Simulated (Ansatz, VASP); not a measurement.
# Two plane-wave programs on SrO

```
Sr O
1.0
     0.00000    2.46701    2.77538
     2.46701    0.00000    2.77538
     2.46701    2.46701    0.00000
Sr O
1 1
Direct
  0.00000 0.00000 0.00000
  0.50000 0.50000 0.50000
```

Change from the starting cell: strain -0.040 along x and y, +0.080 along z, atoms carried along.

Alike in both runs: task single point; functional r2SCAN; k mesh 8 × 8 × 8; occupations gaussian, width 0.05 eV; no spin polarisation.

|  | VASP | Ansatz |
| --- | --- | --- |
| version | VASP 6.6.1 | Ansatz 0.2.0 |
| potentials or method | VASP PAW PBE potentials, release 64 (Sr_sv, O), cutoff 520 eV | scalar-relativistic, plane waves, PAW |
| valence electrons in the cell | 16 | 16 |

VASP gave:

- gap on the k mesh at the Fermi level (eV): 3.54
- least direct gap on the mesh (eV): 3.55
- pressure (GPa): 5.2
- traceless stress, the component that is largest in VASP (GPa): -10.65

Problem. What did Ansatz give for the same quantities?

Solution. gap on the k mesh at the Fermi level (eV): 3.59; least direct gap on the mesh (eV): 3.59; pressure (GPa): 4.5; traceless stress, the component that is largest in VASP (GPa): -10.15.

VASP's potentials were made for PBE, not for r2SCAN.
